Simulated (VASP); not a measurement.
Input of a VASP 6.6.1 run:

INCAR

```
ALGO = Normal
EDIFF = 1E-6
ENCUT = 520
GGA = PE
ISIF = 2
ISMEAR = 0
LASPH = True
LCHARG = True
LELF = True
LREAL = False
LVHAR = True
LWAVE = False
NBANDS = 34
NELM = 80
PREC = Accurate
SIGMA = 0.1
```

KPOINTS

```
k-points
0
Gamma
  12 12 12
```

File POSCAR:

```
Si2GeF4
1.0
   -2.2632140901      2.2632140901      4.8890615123
    2.2632140901     -2.2632140901      4.8890615123
    2.2632140901      2.2632140901     -4.8890615123
Si Ge F
2 1 4
Direct
    0.2500000000      0.7500000000      0.5000000000
    0.7500000000      0.2500000000      0.5000000000
    0.0000000000      0.0000000000      0.0000000000
    0.6743715801      0.6743715801      0.0000000000
    0.3256284199      0.3256284199      0.0000000000
    0.0000000000      0.5000000000      0.5000000000
    0.5000000000      0.0000000000      0.5000000000
```

Potentials or basis: VASP PAW PBE potentials, release 64 (Si, Ge_d, F).

Run with:

```console
$ cat potpaw_PBE.64/Si/POTCAR potpaw_PBE.64/Ge_d/POTCAR potpaw_PBE.64/F/POTCAR > POTCAR
$ mpirun -np 1 vasp_std > vasp.out
```

Task: What does it give for the band gap on the k mesh?

Result: Zero (bands 25 and 26 overlap by 1.51 eV).

Task: What does it give for the pressure?

Result: -0.3 GPa.

Forces on the atoms (eV/Å):
```
Si   0.000  0.000  0.000
Si   0.000  0.000  0.000
Ge   0.000  0.000  0.000
F    0.000  0.000  0.003
F    0.000  0.000 -0.003
F    0.000  0.000  0.000
F    0.000  0.000  0.000
```
